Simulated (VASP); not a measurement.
Input of a VASP 6.6.1 run:

Contents of INCAR:

```
PREC     = Accurate       # precision mode
ENCUT    = 600            # plane-wave cutoff, eV
EDIFF    = 1E-6           # SCF threshold, eV
ISMEAR   = 0              # smearing method
SIGMA    = 0.02           # smearing width, eV
LREAL    = F              # projectors in reciprocal space
LASPH    = T              # aspherical terms in the spheres
NELM     = 120            # most SCF steps
ALGO     = Normal         # electronic algorithm
ISIF     = 2              # what is computed and relaxed
LWAVE    = F              # write WAVECAR
LCHARG   = T              # write CHGCAR
GGA      = CA             # functional
LELF     = T              # ELF
LVHAR    = T            
NBANDS   = 16             # bands
GGA_COMPAT= F
```

The input KPOINTS:

```
Automatic mesh
0
Gamma
  9 9 6
```

File POSCAR:

```
BN
1.0
    2.5214035392      0.0000000000      0.0000000000
   -1.2607017696      2.1835995181      0.0000000000
    0.0000000000      0.0000000000      4.2369422297
B N
2 2
Direct
    0.3333333333      0.6666666667     -0.0002237443
    0.6666666667      0.3333333333      0.4997762557
    0.3333333333      0.6666666667      0.3742237443
    0.6666666667      0.3333333333      0.8742237443
```

Potentials or basis: VASP PAW LDA potentials, release 64 (B, N).

Command:

```sh
$ cat potpaw_LDA.64/B/POTCAR potpaw_LDA.64/N/POTCAR > POTCAR
$ mpirun -np 1 vasp_std > vasp.out
```

**Question.** Estimate the pressure.

**Answer.** -4.5 GPa.

**Question.** Estimate the band gap on the k mesh.

**Answer.** 4.87 eV, indirect (least direct gap 8.05 eV).

**Question.** Predict the largest force.

**Answer.** 0.008 eV/Å.

Forces on the atoms (eV/Å):
```
B    0.000  0.000  0.008
B    0.000  0.000  0.008
N    0.000  0.000 -0.008
N    0.000  0.000 -0.008
```

Caveat: the cell differs from its parent crystal (strained cell). A k mesh can miss the band edges.
